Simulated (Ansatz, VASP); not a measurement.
## One calculation of Nb, two programs

The input INCAR:

```
PREC     = Accurate       # precision mode
ENCUT    = 520            # plane-wave cutoff, eV
EDIFF    = 1E-6           # SCF threshold, eV
ISMEAR   = -1             # smearing method
SIGMA    = 0.1            # smearing width, eV
LREAL    = F              # projectors in reciprocal space
LASPH    = T              # aspherical terms in the spheres
NELM     = 100            # most SCF steps
ALGO     = Normal         # electronic algorithm
ISIF     = 2              # what is computed and relaxed
LWAVE    = F              # write WAVECAR
LCHARG   = F              # write CHGCAR
GGA      = RE             # functional
NBANDS   = 34             # bands
```

KPOINTS

```
regular mesh
0
Gamma
  14 14 4
```

The input POSCAR:

```
Nb
1.0
    2.8791186746      0.0000000000      0.0000000000
   -1.4395593373      2.4933899127      0.0000000000
    0.0000000000      0.0000000000     10.5444977020
Nb
4
Direct
    1.0000000000      0.0000000000      0.0000000000
    0.0000000000      0.0000000000      0.5000000000
    0.3333333333      0.6666666667      0.2500000000
    0.6666666667      0.3333333333      0.7500000000
```

Input for Ansatz:

```yaml
crystal:
  lattice:
    - [2.8791186746, 0.0, 0.0]
    - [-1.4395593373, 2.4933899127, 0.0]
    - [0.0, 0.0, 10.544497702]
  atoms:
    - { symbol: Nb, position: [1.0, 0.0, 0.0] }
    - { symbol: Nb, position: [0.0, 0.0, 0.5] }
    - { symbol: Nb, position: [0.3333333333, 0.6666666667, 0.25] }
    - { symbol: Nb, position: [0.6666666667, 0.3333333333, 0.75] }
hamiltonian:
  xc: revpbe
  pseudopotentials:
    kind: paw
    azcp:
      Nb: "pseudopotentials/Nb.paw.azcp"
basis:
  ecutwfc: 420
  fft_grid_basis: typed
kpoints:
  mp_grid: { grid: [14, 14, 4], shift: [0, 0, 0] }
magnetization:
  spin_polarized: false
scf:
  occupations: { method: fermi_dirac, width: 0.1 }
  lower_state_search: "off"
output:
  stress: true
```

Alike in both runs: task single point; functional revPBE; k mesh 14 × 14 × 4; occupations fermi-dirac, width 0.1 eV; no spin polarisation.

|  | VASP | Ansatz |
| --- | --- | --- |
| version | VASP 6.6.1 | Ansatz 0.2.0 |
| potentials or method | VASP PAW PBE potentials, release 64 (Nb_sv), cutoff 520 eV | plane waves (420 eV) with PAW, scalar-relativistic |
| valence electrons in the cell | 52 | 52 |

```tsv
	VASP	Ansatz	Ansatz less VASP
pressure (GPa)	-0.3	0.0	+0.32
traceless stress, the component that is largest in VASP (GPa)	-0.20	-0.17	+0.029
```

VASP's potentials were made for PBE, not for revPBE. With one functional, cell and mesh, what is left measures potentials, basis and numerics.
